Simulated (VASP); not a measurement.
Wanted: the native input for a VASP 6.6.1 run.

| Property | Result |
| --- | --- |
| Task | single point |
| Functional | r2SCAN |
| Potentials or basis | VASP PAW PBE potentials, release 64 (Sr_sv, O) |
| Cutoff | 520 eV |
| k mesh | 8 × 8 × 8 |
| Occupations | gaussian, width 0.01 eV |
| Spin | no spin polarisation |
| Dipole correction | no |
| Further INCAR settings | ALGO = Normal; EDIFF = 1e-07; NBANDS = 15 |

The system is SrO.

```xyz
2
Lattice="0.0000 2.5799 2.5541 2.5799 0.0000 2.5541 2.5799 2.5799 0.0000" Properties=species:S:1:pos:R:3 pbc="T T T"
Sr    0.0000    0.0000    0.0000
O     2.5799    2.5799    2.5541
```

This cell differs from its parent crystal: uniaxial z strain -1.0%.

One way to write it, as run:

POSCAR

```
SrO
1.0
    0.0000000000      2.5798923265      2.5540934032
    2.5798923265      0.0000000000      2.5540934032
    2.5798923265      2.5798923265      0.0000000000
Sr O
1 1
Direct
    0.0000000000      0.0000000000      0.0000000000
    0.5000000000      0.5000000000      0.5000000000
```

INCAR.step1

```
ALGO = Normal
EDIFF = 1E-4
ENCUT = 520
GGA = PE
ISMEAR = 0
LASPH = True
LCHARG = False
LREAL = False
LWAVE = True
NBANDS = 15
NELM = 80
PREC = Accurate
SIGMA = 0.01
```

INCAR.step2

```
ALGO = Normal
EDIFF = 1E-7
ENCUT = 520
ISIF = 2
ISMEAR = 0
ISTART = 1
LASPH = True
LCHARG = False
LMIXTAU = True
LREAL = False
LWAVE = False
METAGGA = R2SCAN
NBANDS = 15
NELM = 80
PREC = Accurate
SIGMA = 0.01
```

KPOINTS

```
k-points
0
Gamma
  8 8 8
```

Potentials or basis: VASP PAW PBE potentials, release 64 (Sr_sv, O).

Command:

```sh
$ cat potpaw_PBE.64/Sr_sv/POTCAR potpaw_PBE.64/O/POTCAR > POTCAR
$ cp INCAR.step1 INCAR
$ mpirun -np 1 vasp_std > vasp.out
$ cp INCAR.step2 INCAR
$ mpirun -np 1 vasp_std > vasp.out
```

Results of the run:

- Pressure: 1.5 GPa
- Band gap on the k mesh: 3.69 eV (least direct gap 3.81 eV)

Caveat: the cell differs from its parent crystal (uniaxial z strain -1.0%); the PAW data sets were made with another functional, which shifts forces and pressure a little.

It took 74 s on 1 thread of AMD EPYC 9R45 96-Core Processor (Zen 5), on a shared host, peak memory 0.15 GiB.
